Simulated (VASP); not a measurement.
# Ir (Pm-3m) in VASP: notebook

The runs below take Ir through single point, with LDA.

Program: VASP 6.6.1. These are calculated values, not measurements. Logs are shortened: lines on timing, memory, paths and dates and some standing lists are left out, and cuts for length are marked.

## (1) The cell of the first run

It takes space group Pm-3m (No. 221, cubic). Conventional cell: a = 2.529 Å, b = 2.529 Å, c = 2.529 Å, α = 90.00°, β = 90.00°, γ = 90.00°. Within 3.3 Å of Ir (site symmetry m-3m) lie 6 Ir at 2.53 Å.

## (2) Single point, LDA

Contents of INCAR:

```
SYSTEM = Ir
PREC = Accurate
ENCUT = 500
EDIFF = 1E-6
ISMEAR = -1
SIGMA = 0.05
LREAL = .FALSE.
LASPH = .TRUE.
NELM = 120
ALGO = Normal
ISIF = 2
LWAVE = .FALSE.
LCHARG = .FALSE.
NBANDS = 10
GGA_COMPAT = .FALSE.
```

Contents of KPOINTS:

```
Automatic mesh
0
G
  9 9 9
  0 0 0
```

Contents of POSCAR:

```
Ir
1.0
    2.5288680094      0.0000000000      0.0000000000
    0.0000000000      2.5288680094      0.0000000000
    0.0000000000      0.0000000000      2.5288680094
Ir
1
Direct
    0.0000000000      0.0000000000      0.0000000000
```

Potentials or basis: VASP PAW LDA potentials, release 64 (Ir).

On the command line:

```sh
$ cat potpaw_LDA.64/Ir/POTCAR > POTCAR
$ mpirun -np 1 vasp_std > vasp.out
```

OUTCAR:

```text
SYSTEM = Ir
   PREC = Accurate
   ENCUT = 500
   EDIFF = 1E-6
   ISMEAR = -1
   LREAL = .FALSE.
   LASPH = .TRUE.
   NELM = 120
   ISIF = 2

 ion  position               nearest neighbor table
   1  0.000  0.000  0.000-

  LATTYP: Found a simple cubic cell.
 ALAT       =     2.5288680094

  Lattice vectors:

 A1 = (   2.5288680094,   0.0000000000,   0.0000000000)
 A2 = (   0.0000000000,   2.5288680094,   0.0000000000)
 A3 = (   0.0000000000,   0.0000000000,   2.5288680094)

Analysis of symmetry for initial positions (statically):
=====================================================================
 Subroutine PRICEL returns:
 Original cell was already a primitive cell.

 Routine SETGRP: Setting up the symmetry group for a
 simple cubic supercell.

 Subroutine GETGRP returns: Found 48 space group operations
 (whereof 48 operations were pure point group operations)
 out of a pool of 48 trial point group operations.

The static configuration has the point symmetry O_h .

Analysis of symmetry for dynamics (positions and initial velocities):
=====================================================================
 Subroutine PRICEL returns:
 Original cell was already a primitive cell.

 Routine SETGRP: Setting up the symmetry group for a
 simple cubic supercell.

 Subroutine GETGRP returns: Found 48 space group operations
 (whereof 48 operations were pure point group operations)
 out of a pool of 48 trial point group operations.

The dynamic configuration has the point symmetry O_h .

 Subroutine INISYM returns: Found 48 space group operations
 (whereof 48 operations are pure point group operations),
 and found     1 'primitive' translations

----------------------------------------------------------------------------------------

                                     Primitive cell

  volume of cell :      16.1725

  direct lattice vectors                    reciprocal lattice vectors
     2.528868009  0.000000000  0.000000000     0.395433845  0.000000000  0.000000000
     0.000000000  2.528868009  0.000000000     0.000000000  0.395433845  0.000000000
     0.000000000  0.000000000  2.528868009     0.000000000  0.000000000  0.395433845

  length of vectors
     2.528868009  2.528868009  2.528868009     0.395433845  0.395433845  0.395433845

[... 79 lines left out ...]
   LREAL  =      F    real-space projection
   EDIFFG = 0.1E-04   stopping-criterion for IOM
   NSW    =      0    number of steps for IOM
   IBRION =     -1    ionic relax: 0-MD 1-quasi-New 2-CG
   NFREE  =      0    steps in history (QN), initial steepest desc. (CG)
   ISIF   =      2    stress and relaxation
   ISYM   =      2    0-nonsym 1-usesym 2-fastsym
   POTIM  = 0.5000    time-step for ionic-motion
   TEBEG  =    0.0;   TEEND  =   0.0 temperature during run
   PSTRESS=    0.0 pullay stress
   NELECT =       9.0000    total number of electrons
   NUPDOWN=      -1.0000    fix difference up-down
   EMIN   =  10.00;   EMAX   =-10.00  energy-range for DOS
   EFERMI =   0.00;   METHOD = LEGACY
   ISMEAR =    -1;   SIGMA  =   0.05  broadening in eV -4-tet -1-fermi 0-gaus
   EFERMI_NEDOS =   21; number of points for ismear=-14 and -15
   IALGO  =     38    algorithm
   IMIX   =      4    mixing-type and parameters
     AMIX     =   0.40;   BMIX     =  1.00
     AMIX_MAG =   1.60;   BMIX_MAG =  1.00
  volume/ion in A,a.u.               =      16.17       109.14
  Fermi-wavevector in a.u.,A,eV,Ry     =   1.346572  2.544652 24.670839  1.813256
  Thomas-Fermi vector in A             =   2.474393
   LORBIT       =      0    0 simple, 1 ext, 2 COOP (PROOUT), +10 PAW based schemes
   GGA     = CA    functional components
   LHFCALC =     F    Hartree Fock is set to
   AEXX    =    0.0000 exact exchange contribution
   IVDW    =     0    specifies the selected vdW correction
   LEPSILON=     F    determine dielectric tensor
   LRPA    =     F    only Hartree local field effects (RPA)
 non-spin polarized calculation
  energy-cutoff  :      500.00
  volume of cell :       16.17
 maximum number of plane-waves:       437
   NGX =  9   NGY =  9   NGZ =  9

 number of electron       9.0000001 magnetization

 Free energy of the ion-electron system (eV)
  ---------------------------------------------------
  ext. energy  EPLUGINS =         0.00000000
  ---------------------------------------------------
  free energy    TOTEN  =        -9.17865379 eV

  energy without entropy =       -9.16046674  energy(sigma->0) =       -9.16956026

 E-fermi :   8.0376     XC(G=0): -13.2169

 val. band max:        8.0230988925   @ k =   0.2222   0.0000   0.0000
 cond. band min:       8.0664758517   @ k =   0.2222   0.1111   0.0000
 fundamental gap:      0.0433769593
 Fermi energy:         8.0375759952

 k-point     1 :       0.0000    0.0000    0.0000
  band No.  band energies     occupation
      1      -1.5155      2.00000
      2       1.6414      2.00000
      3       1.6414      2.00000
      4       9.4444      0.00000
      5       9.4444      0.00000
      6       9.4444      0.00000
      7      23.8853      0.00000
      8      23.8853      0.00000
      9      23.8853      0.00000
     10      30.1447      0.00000
[... 287 lines left out ...]
 k-point    24 :       0.4444    0.3333    0.1111
  band No.  band energies     occupation
      1       2.0762      2.00000
      2       3.3863      2.00000
      3       6.0015      2.00000
      4       6.4878      2.00000
      5       8.1217      0.31351
      6      11.5793      0.00000
      7      15.4943      0.00000
      8      22.0951      0.00000
      9      24.3207      0.00000
     10      28.5158      0.00000

 [... further k-points ...]

------------------------ aborting loop because EDIFF is reached ----------------------------------------

  FORCE on cell =-STRESS in cart. coord.  units (eV):
  Direction    XX          YY          ZZ          XY          YZ          ZX
  --------------------------------------------------------------------------------------
  -------------------------------------------------------------------------------------
  Total        0.1467932      0.1467932      0.1467932      0.0000000      0.0000000     -0.0000000
  in kB       14.5424622     14.5424622     14.5424622      0.0000000      0.0000000     -0.0000000
  external PRESSURE =      14.5424622 kB  Pullay stress =       0.0000000 kB

 VOLUME and BASIS-vectors are now :
 -----------------------------------------------------------------------------
  energy-cutoff  :      500.00
  volume of cell :       16.17
      direct lattice vectors                 reciprocal lattice vectors
     2.528868009  0.000000000  0.000000000     0.395433845  0.000000000  0.000000000
     0.000000000  2.528868009  0.000000000     0.000000000  0.395433845  0.000000000
     0.000000000  0.000000000  2.528868009     0.000000000  0.000000000  0.395433845

 POSITION                                       TOTAL-FORCE (eV/Angst)
 -----------------------------------------------------------------------------------
      0.00000      0.00000      0.00000         0.000000      0.000000      0.000000
 -----------------------------------------------------------------------------------
    total drift:                                0.000000      0.000000      0.000000

  FREE ENERGIE OF THE ION-ELECTRON SYSTEM (eV)
  ---------------------------------------------------
  free  energy   TOTEN  =        -9.1786537869 eV

  energy  without entropy=       -9.1604667399  energy(sigma->0) =       -9.16956026
```

OSZICAR:

```text
N       E                     dE             d eps       ncg     rms          rms(c)
DAV:   1     0.454707973287E+02    0.45471E+02   -0.42389E+03   700   0.782E+02
DAV:   2    -0.867837620661E+01   -0.54149E+02   -0.51932E+02   714   0.188E+02
DAV:   3    -0.961221845090E+01   -0.93384E+00   -0.92937E+00   826   0.307E+01
DAV:   4    -0.962213752446E+01   -0.99191E-02   -0.99155E-02   832   0.290E+00
DAV:   5    -0.962232920300E+01   -0.19168E-03   -0.19167E-03   810   0.380E-01    0.131E+01
DAV:   6    -0.923451410045E+01    0.38782E+00   -0.81679E-01   820   0.105E+01    0.548E+00
DAV:   7    -0.918455387949E+01    0.49960E-01   -0.13027E-01   974   0.364E+00    0.175E+00
DAV:   8    -0.917970097166E+01    0.48529E-02   -0.64894E-03   774   0.118E+00    0.763E-01
DAV:   9    -0.917864910266E+01    0.10519E-02   -0.36829E-04   782   0.271E-01    0.264E-02
DAV:  10    -0.917865372931E+01   -0.46266E-05   -0.36702E-06   818   0.173E-02    0.340E-03
DAV:  11    -0.917865378694E+01   -0.57632E-07   -0.18275E-07   440   0.340E-03
   1 F= -.91786538E+01 E0= -.91695603E+01  d E =-.181870E-01
```

stdout:

```text
POSCAR found type information on POSCAR Ir
 POSCAR found :  1 types and       1 ions
 scaLAPACK will be used
 LDA part: xc-table for (Slater(with rela. corr.)+CA(PZ))
 , standard interpolation
 POSCAR, INCAR and KPOINTS ok, starting setup
 FFT: planning ... GRIDC
 FFT: planning ... GRID_SOFT
 FFT: planning ... GRID
 WAVECAR not read
 entering main loop
```

Run time: 2.8 s. Hardware: 1 thread of Intel Xeon Platinum 8559C (Emerald Rapids), shared host; peak memory 0.11 GiB.

What came out:

```yaml
Free_energy: -9.1787 eV
Pressure: 1.5 GPa
```

Caveat: spin-orbit coupling is left out, which moves the levels of the heavy elements.

## (3) Single point, LDA

This run uses another cell than the first one, of 16.01 Å³/atom, 0.990 times its volume.

Contents of INCAR:

```
SYSTEM = Ir
PREC = Accurate
ENCUT = 500
EDIFF = 1E-6
ISMEAR = -1
SIGMA = 0.05
LREAL = .False.
LASPH = .True.
NELM = 120
ALGO = Normal
ISIF = 2
LWAVE = .False.
LCHARG = .True.
LELF = .True.
LVHAR = .True.
NBANDS = 10
GGA_COMPAT = .False.
```

Contents of KPOINTS:

```
regular mesh
0
Gamma
  9 9 9
  0 0 0
```

Contents of POSCAR:

```
Ir
1.0
    2.5204101937      0.0000000000      0.0000000000
    0.0000000000      2.5204101937      0.0000000000
    0.0000000000      0.0000000000      2.5204101937
Ir
1
Direct
    0.0000000000      0.0000000000      0.0000000000
```

Potentials or basis: VASP PAW LDA potentials, release 64 (Ir).

On the command line:

```sh
$ cat potpaw_LDA.64/Ir/POTCAR > POTCAR
$ mpirun -np 1 vasp_std > vasp.out
```

It took 3 s on 1 thread of Intel Xeon Platinum 8559C (Emerald Rapids), shared host; peak memory 0.11 GiB.

The run converged. Its results:

| Property | Result |
| --- | --- |
| Free energy | -9.1756 eV |
| Pressure | 4.5 GPa |

Levels at points of the mesh, in eV from the Fermi level:
```
           k point  band 3  band 4  band 5  band 6  band 7  band 8
(0.00, 0.00, 0.00)   -6.49    1.43    1.43    1.43   15.91   15.91
```

Caveat: spin-orbit coupling is left out, which moves the levels of the heavy elements.
